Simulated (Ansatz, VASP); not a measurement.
**PbSe in VASP and in Ansatz**

```
Pb Se
1.0
     0.00000    3.15892    3.15892
     3.15892    0.00000    3.15892
     3.15892    3.15892    0.00000
Pb Se
1 1
Direct
  0.00000 0.00000 0.00000
  0.50000 0.50000 0.50000
```

Change from the starting cell: volume scaled by 1.05.

Alike in both runs: task single point; functional PBE; k mesh 10 × 10 × 10; occupations fermi-dirac, width 0.03 eV; no spin polarisation.

|  | VASP | Ansatz |
| --- | --- | --- |
| version | VASP 6.6.1 | Ansatz 0.2.0 |
| potentials or method | VASP PAW PBE potentials, release 64 (Pb_d, Se), cutoff 520 eV | all-electron LAPW, scalar-relativistic |

```csv
,VASP,Ansatz,Ansatz less VASP
pressure (GPa),-2.0,-2.0,+0.02
```

Ansatz ran all-electron here, and VASP with PAW potentials.

Spin-orbit coupling is off throughout.
